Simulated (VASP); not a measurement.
OsF3: single point with PBE

The system is OsF3.

```xyz
4
Lattice="4.0302 0.0000 0.0000 0.0000 4.0302 0.0000 0.0000 0.0000 4.0302" Properties=species:S:1:pos:R:3 pbc="T T T"
Os    0.0000    0.0000    0.0000
F     2.0151    0.0000    0.0000
F     0.0000    0.0000    2.0151
F     0.0000    2.0151    0.0000
```

```yaml
Program: VASP 6.6.1
Task: single point
Functional: PBE
Potentials_or_basis: VASP PAW PBE potentials, release 64 (Os, F)
Cutoff: 520 eV
k_mesh: 10 × 10 × 10
Occupations: gaussian, width 0.05 eV
Spin: no spin polarisation
Dipole_correction: no
Further_INCAR_settings: ALGO = Normal; EDIFF = 1e-06; NBANDS = 22
```

```yaml
Pressure: 0.9 GPa
Band_gap_on_the_k_mesh: zero (an odd number of electrons rules out a gap without spin polarisation)
```

Levels at points of the mesh, in eV from the Fermi level:
```
           k point  band 12  band 13  band 14  band 15  band 16  band 17  band 18  band 19
(0.00, 0.00, 0.00)    -5.50    -1.86    -1.86    -1.86     0.07     0.07     2.20     8.43
(0.50, 0.00, 0.00)    -5.55    -1.84    -0.46    -0.46     0.08     1.72     5.79     5.97
(0.50, 0.50, 0.00)    -4.94    -0.45    -0.45     0.42     0.86     4.42     7.74     7.97
(0.50, 0.50, 0.50)    -4.94     0.43     0.43     0.43     4.43     4.43     7.47     9.54
```

It took 24 s on 1 thread of Intel(R) Xeon(R) 6975P-C (Granite Rapids), on a shared host, peak memory 0.21 GiB.

Caveat: spin-orbit coupling is left out, which moves the levels of the heavy elements; an odd number of electrons without spin polarisation forces a metal; a magnetic or distorted state may lie lower.
